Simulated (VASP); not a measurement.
InBSe2:

```
In B Se
1.0
     3.79732    0.00000    0.00000
    -1.89866    3.28858    0.00000
     0.00000    0.00000    5.88585
In B Se
1 1 2
Direct
  0.00000 0.00000 0.50000
  0.00000 0.00000 0.00000
  0.33333 0.66667 0.25000
  0.66667 0.33333 0.75000
```

| Property | Result |
| --- | --- |
| Program | VASP 6.6.1 |
| Task | relaxation of cell and atoms |
| Functional | PBE |
| Potentials or basis | VASP PAW PBE potentials, release 64 (In_d, B, Se) |
| Cutoff | 600 eV |
| k mesh | 6 × 6 × 4 |
| Occupations | gaussian, width 0.1 eV |
| Spin | no spin polarisation |

At the start: pressure 13.2 GPa; volume 18.38 Å³/atom.

**Question.** Where does the relaxation end?

**Answer.** Over 24 steps the energy falls by 365.0 meV/atom and the volume is 19.55 Å³/atom (+6.4 %); space group P-3m1 (No. 164, to 0.05 Å).

Step by step:
```csv
step,energy change (eV),largest force (eV/Å),pressure (GPa),volume (Å³)
1,0.0000,1.8727,13.17,73.50
2,-0.4592,0.1132,-4.64,90.74
3,-0.5406,0.4587,-1.05,85.10
4,-0.5852,0.4328,-0.86,84.07
5,-0.7391,0.6781,-0.74,80.92
6,-1.0014,1.0787,1.77,74.32
7,-0.1447,2.1065,30.26,60.31
8,-1.0707,0.8668,3.10,72.58
9,-1.0695,0.8374,3.99,71.71
10,-1.0976,0.7350,3.78,71.84
11,-1.1536,0.2991,3.65,72.22
12,-1.1612,0.8226,5.82,72.84
13,-1.1749,0.2365,4.59,72.57
14,-1.2267,0.1574,2.56,74.54
15,-1.2789,0.0181,-1.34,79.31
16,-1.2795,0.0240,-1.69,79.86
17,-1.3236,0.0349,-2.31,80.70
18,-1.4002,0.0903,-3.39,83.01
19,-1.4513,0.0787,-0.35,79.55
20,-1.4518,0.0637,-0.64,79.83
21,-1.4553,0.1251,-0.36,79.36
22,-1.4567,0.1933,-0.01,78.83
23,-1.4593,0.0787,0.00,78.45
24,-1.4598,0.0004,0.01,78.18
```

Final structure:
```
CELL_PARAMETERS angstrom
3.26536 0.00000 0.00000
-1.63268 2.82788 0.00000
0.00000 0.00000 8.46687
ATOMIC_POSITIONS crystal
In 0.00000 0.00000 0.50000
B 0.00000 0.00000 0.00000
Se 0.33333 0.66667 0.15566
Se 0.66667 0.33333 0.84434
```
